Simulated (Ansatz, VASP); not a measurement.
One calculation of SiSn2Ge3, two programs

File INCAR:

```
PREC = Accurate ; ENCUT = 600
EDIFF = 1E-6 ; ISMEAR = 0
SIGMA = 0.1 ; LREAL = False
LASPH = True ; NELM = 60
ALGO = Normal ; ISIF = 3
LWAVE = False ; LCHARG = False
GGA = PE ; IBRION = 2
NSW = 90 ; EDIFFG = -0.04
```

Contents of KPOINTS:

```
regular mesh
0
Gamma
  6 6 4
```

The input POSCAR:

```
SiSn2Ge3
1.0
    5.4695348119      0.0000000000      0.0000000000
   -2.7347674059      4.7367560940      0.0000000000
    0.0000000000      0.0000000000      5.7296204920
Si Sn Ge
1 2 3
Direct
    0.0000000000      0.0000000000      0.6624597501
    0.6666666667      0.3333333333      0.9979449957
    0.3333333333      0.6666666667      0.9979449957
    0.5000000000      0.5000000000      0.5117624028
    0.5000000000      0.0000000000      0.5117624028
    0.0000000000      0.5000000000      0.5117624028
```

Input for Ansatz:

```yaml
crystal:
  lattice:
    - [5.4695348119, 0.0, 0.0]
    - [-2.7347674059, 4.736756094, 0.0]
    - [0.0, 0.0, 5.729620492]
  atoms:
    - { symbol: Si, position: [0.0, 0.0, 0.6624597501] }
    - { symbol: Sn, position: [0.6666666667, 0.3333333333, 0.9979449957] }
    - { symbol: Sn, position: [0.3333333333, 0.6666666667, 0.9979449957] }
    - { symbol: Ge, position: [0.5, 0.5, 0.5117624028] }
    - { symbol: Ge, position: [0.5, 0.0, 0.5117624028] }
    - { symbol: Ge, position: [0.0, 0.5, 0.5117624028] }
basis:
  ecutwfc: 420
kpoints:
  mp_grid: { grid: [6, 6, 4] }
hamiltonian:
  xc: pbe
scf:
  occupations: { method: gaussian, width: 0.1 }
  lower_state_search: "off"
output:
  forces: true
  stress: true
  eigenvalues: true
relax:
  adjacent_minimum: "off"
  f_tol: 0.04
  max_steps: 70
  cell: { stress_tol: 0.4 }
```

Change from the starting cell: species swapped into the ErCo3Ge2 type (P6mm, No. 183).

Alike in both runs: task relaxation of cell and atoms; functional PBE; k mesh 6 × 6 × 4; occupations gaussian, width 0.1 eV; no spin polarisation.

|  | VASP | Ansatz |
| --- | --- | --- |
| version | VASP 6.6.1 | Ansatz 0.2.0 |
| potentials or method | VASP PAW PBE potentials, release 64 (Si, Sn_d, Ge_d), cutoff 600 eV | scalar-relativistic, plane waves, PAW |
| valence electrons in the cell | 74 | 74 |

|  | VASP | Ansatz | Ansatz less VASP |
| --- | --- | --- | --- |
| gap on the k mesh at the Fermi level, each at its own relaxed structure (eV) | none | none | - |
| relaxed volume (Å³/atom) | 24.70 | 24.68 | -0.020 |
| relaxed cell length with the largest relative difference (Å) | 5.488 | 5.478 | -0.0098 |

A gap of «none» marks a metal or a gap that the smearing closes.
